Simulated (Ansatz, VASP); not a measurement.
**One calculation of V, two programs**

The input INCAR:

```
SYSTEM = V
PREC = Accurate ; ENCUT = 500
EDIFF = 1E-7 ; ISMEAR = 0
SIGMA = 0.1 ; LREAL = .False.
LASPH = .True. ; NELM = 120
ALGO = Normal ; ISIF = 3
LWAVE = .False. ; LCHARG = .False.
GGA = PS ; IBRION = 2
NSW = 100 ; EDIFFG = -0.05
GGA_COMPAT = .False. ; NELMIN = 4
```

KPOINTS

```
regular mesh
0
Gamma
  10 10 10
  0 0 0
```

Contents of POSCAR:

```
V
1.0
   -1.5130000000      1.5130000000      1.5130000000
    1.5130000000     -1.5130000000      1.5130000000
    1.5130000000      1.5130000000     -1.5130000000
V
1
Direct
    0.0000000000      0.0000000000      0.0000000000
```

Input for Ansatz:

```yaml
crystal:
  lattice:
    - [-1.513, 1.513, 1.513]
    - [1.513, -1.513, 1.513]
    - [1.513, 1.513, -1.513]
  atoms:
    - { symbol: V, position: [0.0, 0.0, 0.0] }
basis:
  ecutwfc: 420
kpoints:
  mp_grid: { grid: [10, 10, 10] }
hamiltonian:
  xc: pbesol
scf:
  occupations: { method: gaussian, width: 0.1 }
output:
  forces: true
  stress: true
  eigenvalues: true
relax:
  adjacent_minimum: "off"
  f_tol: 0.05
  max_steps: 80
  cell: { stress_tol: 0.5 }
```

Alike in both runs: task relaxation of cell and atoms; functional PBEsol; k mesh 10 × 10 × 10; occupations gaussian, width 0.1 eV; no spin polarisation.

```csv
,VASP,Ansatz
version,VASP 6.6.1,Ansatz 0.2.0
potentials or method,"VASP PAW PBE potentials, release 64 (V_sv), cutoff 500 eV","scalar-relativistic, plane waves, PAW"
valence electrons in the cell,13,13
```

```tsv
	VASP	Ansatz	Ansatz less VASP
gap on the k mesh at the Fermi level, each at its own relaxed structure (eV)	none	none	-
relaxed volume (Å³/atom)	13.06	13.05	-0.017
relaxed cell length with the largest relative difference (Å)	2.570	2.569	-0.0011
```

VASP's potentials were made for PBE, not for PBEsol. A gap of «none» marks a metal or a gap that the smearing closes.
